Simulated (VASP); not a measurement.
# Al (Fm-3m) in VASP: single point with LDA

Aim: the single point of Al with LDA.

Program: VASP 6.6.1. These are calculated values, not measurements. Logs are shortened: lines on timing, memory, paths and dates and some standing lists are left out, and cuts for length are marked.

## (1) The cell of the first run

It takes space group Fm-3m (No. 225, cubic). Conventional cell: a = 4.048 Å, b = 4.048 Å, c = 4.048 Å, α = 90.00°, β = 90.00°, γ = 90.00°. Within 3.8 Å of Al (site symmetry m-3m) lie 12 Al at 2.86 Å.

## (2) Single point, LDA

File INCAR:

```
PREC = Accurate
ENCUT = 520
EDIFF = 1E-7
ISMEAR = 0
SIGMA = 0.15
LREAL = F
LASPH = T
NELM = 80
ALGO = Fast
ISIF = 2
LWAVE = F
LCHARG = F
NBANDS = 18
```

File KPOINTS:

```
regular mesh
0
Gamma
  19 19 4
```

File POSCAR:

```
Al
1.0
    2.0239800000     -2.0239800000      0.0000000000
    2.0239800000      0.0000000000     -2.0239800000
    8.0959200000      8.0959200000      8.0959200000
Al
6
Direct
    0.6666666667      0.6666666667      0.1666666667
    0.0000000000      0.0000000000      0.0000000000
    0.3333333333      0.3333333333      0.3333333333
    0.6666666667      0.6666666667      0.6666666667
    0.0000000000      0.0000000000      0.5000000000
    0.3333333333      0.3333333333      0.8333333333
```

Potentials or basis: VASP PAW LDA potentials, release 64 (Al).

Started as:

```sh
$ cat potpaw_LDA.64/Al/POTCAR > POTCAR
$ mpirun -np 1 vasp_std > vasp.out
```

OUTCAR:

```text
PREC = Accurate
   ENCUT = 520
   EDIFF = 1E-7
   ISMEAR = 0
   LREAL = F
   LASPH = T
   NELM = 80
   ISIF = 2

 ion  position               nearest neighbor table
   1  0.667  0.667  0.167-   3 2.86   3 2.86   3 2.86   2 2.86   2 2.86   2 2.86
   2  0.000  0.000  0.000-   1 2.86   6 2.86   1 2.86   1 2.86   6 2.86   6 2.86
   3  0.333  0.333  0.333-   1 2.86   1 2.86   1 2.86   5 2.86   5 2.86   5 2.86
   4  0.667  0.667  0.667-   6 2.86   6 2.86   6 2.86   5 2.86   5 2.86   5 2.86
   5  0.000  0.000  0.500-   3 2.86   4 2.86   4 2.86   4 2.86   3 2.86   3 2.86
   6  0.333  0.333  0.833-   4 2.86   4 2.86   4 2.86   2 2.86   2 2.86   2 2.86

  LATTYP: Found a hexagonal cell.
 ALAT       =     2.8623399660
 C/A-ratio  =     4.8989794856

  Lattice vectors:

 A1 = (  -2.0239800000,   0.0000000000,   2.0239800000)
 A2 = (   2.0239800000,  -2.0239800000,   0.0000000000)
 A3 = (   8.0959200000,   8.0959200000,   8.0959200000)

Analysis of symmetry for initial positions (statically):
=====================================================================
 Subroutine PRICEL returns following result:

  LATTYP: Found a face centered cubic cell.
 ALAT       =     4.0479600006

  Lattice vectors:

 A1 = (  -2.0239800004,  -2.0239800002,  -0.0000000002)
 A2 = (  -0.0000000012,  -2.0239800006,   2.0239799994)
 A3 = (  -2.0239800000,   0.0000000000,   2.0239800000)

   6 primitive cells build up your supercell.

 Routine SETGRP: Setting up the symmetry group for a
 hexagonal supercell.

 Subroutine GETGRP returns: Found 12 space group operations
 (whereof 12 operations were pure point group operations)
 out of a pool of 24 trial point group operations.

The static configuration has the point symmetry D_3d.

Analysis of symmetry for dynamics (positions and initial velocities):
=====================================================================
 Subroutine PRICEL returns following result:

  LATTYP: Found a face centered cubic cell.
 ALAT       =     4.0479600006

  Lattice vectors:

 A1 = (  -2.0239800004,  -2.0239800002,  -0.0000000002)
 A2 = (  -0.0000000012,  -2.0239800006,   2.0239799994)
 A3 = (  -2.0239800000,   0.0000000000,   2.0239800000)

   6 primitive cells build up your supercell.

 Routine SETGRP: Setting up the symmetry group for a
 hexagonal supercell.

 Subroutine GETGRP returns: Found 12 space group operations
[... 103 lines left out ...]
   EDIFFG = 0.1E-05   stopping-criterion for IOM
   NSW    =      0    number of steps for IOM
   IBRION =     -1    ionic relax: 0-MD 1-quasi-New 2-CG
   NFREE  =      0    steps in history (QN), initial steepest desc. (CG)
   ISIF   =      2    stress and relaxation
   ISYM   =      2    0-nonsym 1-usesym 2-fastsym
   POTIM  = 0.5000    time-step for ionic-motion
   TEBEG  =    0.0;   TEEND  =   0.0 temperature during run
   PSTRESS=    0.0 pullay stress
   NELECT =      18.0000    total number of electrons
   NUPDOWN=      -1.0000    fix difference up-down
   EMIN   =  10.00;   EMAX   =-10.00  energy-range for DOS
   EFERMI =   0.00;   METHOD = LEGACY
   ISMEAR =     0;   SIGMA  =   0.15  broadening in eV -4-tet -1-fermi 0-gaus
   EFERMI_NEDOS =   21; number of points for ismear=-14 and -15
   IALGO  =     68    algorithm
   IMIX   =      4    mixing-type and parameters
     AMIX     =   0.40;   BMIX     =  1.00
     AMIX_MAG =   1.60;   BMIX_MAG =  1.00
  volume/ion in A,a.u.               =      16.58       111.90
  Fermi-wavevector in a.u.,A,eV,Ry     =   0.925903  1.749704 11.664236  0.857297
  Thomas-Fermi vector in A             =   2.051808
   LORBIT       =      0    0 simple, 1 ext, 2 COOP (PROOUT), +10 PAW based schemes
   GGA     = CA    functional components
   LHFCALC =     F    Hartree Fock is set to
   AEXX    =    0.0000 exact exchange contribution
   IVDW    =     0    specifies the selected vdW correction
   LEPSILON=     F    determine dielectric tensor
   LRPA    =     F    only Hartree local field effects (RPA)
 non-spin polarized calculation
 RMM-DIIS sequential band-by-band and
 Gauss-broadening in eV      SIGMA  =   0.15
  energy-cutoff  :      520.00
  volume of cell :       99.49
 maximum number of plane-waves:      2705
 NGX is ok and might be reduce to    24
   NGX = 11   NGY = 11   NGZ = 53

 number of electron      18.0000000 magnetization

 Free energy of the ion-electron system (eV)
  ---------------------------------------------------
  ext. energy  EPLUGINS =         0.00000000
  ---------------------------------------------------
  free energy    TOTEN  =       -25.10196837 eV

  energy without entropy =      -25.07070442  energy(sigma->0) =      -25.08633639

 E-fermi :   7.7456     XC(G=0): -10.3255

 val. band max:        7.7354205814   @ k =   0.4737   0.0526  -0.0000
 cond. band min:       7.7465052949   @ k =  -0.4737   0.1053   0.5000
 fundamental gap:      0.0110847135
 Fermi energy:         7.7455605817

 k-point     1 :       0.0000    0.0000    0.0000
  band No.  band energies     occupation
      1      -3.3265      2.00000
      2      -2.5774      2.00000
      3      -2.5774      2.00000
      4      -0.3537      2.00000
      5      -0.3537      2.00000
      6       3.2109      2.00000
[... 481 lines left out ...]
      5       2.9929      2.00000
      6       6.0883      2.00000
[... 10 lines left out ...]
     17      11.9193      0.00000
     18      12.4456      0.00000

 [... further k-points ...]

------------------------ aborting loop because EDIFF is reached ----------------------------------------

  FORCE on cell =-STRESS in cart. coord.  units (eV):
  Direction    XX          YY          ZZ          XY          YZ          ZX
  --------------------------------------------------------------------------------------
  -------------------------------------------------------------------------------------
  Total       -2.2104187     -2.2104187     -2.2104187      0.0554044      0.0554044      0.0554044
  in kB      -35.5946908    -35.5946908    -35.5946908      0.8921845      0.8921845      0.8921845
  external PRESSURE =     -35.5946908 kB  Pullay stress =       0.0000000 kB

 VOLUME and BASIS-vectors are now :
 -----------------------------------------------------------------------------
  energy-cutoff  :      520.00
  volume of cell :       99.49
      direct lattice vectors                 reciprocal lattice vectors
     2.023980000 -2.023980000  0.000000000     0.164692009 -0.329384019  0.164692009
     2.023980000  0.000000000 -2.023980000     0.164692009  0.164692009 -0.329384019
     8.095920000  8.095920000  8.095920000     0.041173002  0.041173002  0.041173002

 POSITION                                       TOTAL-FORCE (eV/Angst)
 -----------------------------------------------------------------------------------
      4.04796      0.00000      0.00000         0.000000      0.000000      0.000000
      0.00000      0.00000      0.00000        -0.000000     -0.000000     -0.000000
      4.04796      2.02398      2.02398        -0.000000     -0.000000     -0.000000
      8.09592      4.04796      4.04796         0.000000      0.000000      0.000000
      4.04796      4.04796      4.04796         0.000000     -0.000000     -0.000000
      8.09592      6.07194      6.07194        -0.000000      0.000000      0.000000
 -----------------------------------------------------------------------------------
    total drift:                               -0.000000     -0.000000     -0.000000

  FREE ENERGIE OF THE ION-ELECTRON SYSTEM (eV)
  ---------------------------------------------------
  free  energy   TOTEN  =       -25.1019683660 eV

  energy  without entropy=      -25.0707044162  energy(sigma->0) =      -25.08633639
```

OSZICAR:

```text
N       E                     dE             d eps       ncg     rms          rms(c)
DAV:   1     0.110030623609E+02    0.11003E+02   -0.60941E+03  5400   0.779E+02
DAV:   2    -0.239341499516E+02   -0.34937E+02   -0.33129E+02  6850   0.105E+02
DAV:   3    -0.252617831943E+02   -0.13276E+01   -0.12989E+01  7292   0.162E+01
DAV:   4    -0.252749910721E+02   -0.13208E-01   -0.13139E-01  6756   0.171E+00
DAV:   5    -0.252750708311E+02   -0.79759E-04   -0.79748E-04  7054   0.153E-01    0.331E+00
RMM:   6    -0.251698095588E+02    0.10526E+00   -0.13880E-02  5475   0.543E-01    0.190E+00
RMM:   7    -0.251027740208E+02    0.67036E-01   -0.30987E-02  5724   0.802E-01    0.246E-01
RMM:   8    -0.251019427115E+02    0.83131E-03   -0.18380E-03  6065   0.232E-01    0.494E-02
RMM:   9    -0.251019675135E+02   -0.24802E-04   -0.25981E-04  6401   0.113E-01    0.371E-02
RMM:  10    -0.251019734858E+02   -0.59722E-05   -0.22529E-05  6453   0.305E-02    0.185E-01
RMM:  11    -0.251019682118E+02    0.52739E-05   -0.83779E-06  6340   0.132E-02    0.532E-02
RMM:  12    -0.251019683693E+02   -0.15744E-06   -0.15545E-06  6496   0.713E-03    0.151E-02
RMM:  13    -0.251019683660E+02    0.32403E-08   -0.14435E-07  5038   0.252E-03
   1 F= -.25101968E+02 E0= -.25086336E+02  d E =-.312639E-01
```

stdout:

```text
POSCAR found type information on POSCAR Al
 POSCAR found :  1 types and       6 ions
 scaLAPACK will be used
 LDA part: xc-table for (Slater(with rela. corr.)+CA(PZ))
 , standard interpolation
 POSCAR, INCAR and KPOINTS ok, starting setup
 FFT: planning ... GRIDC
 FFT: planning ... GRID_SOFT
 FFT: planning ... GRID
 WAVECAR not read
 entering main loop
```

Wall time 3.4 min (1 thread of Intel Xeon Platinum 8488C (Sapphire Rapids), shared host); peak memory 0.32 GiB.

What came out:

```yaml
Free_energy: -25.1020 eV
Pressure: -3.6 GPa
Band_gap_on_the_k_mesh: zero (bands 9 and 10 overlap by 5.71 eV)
```

Caveat: the cell stands under tension.
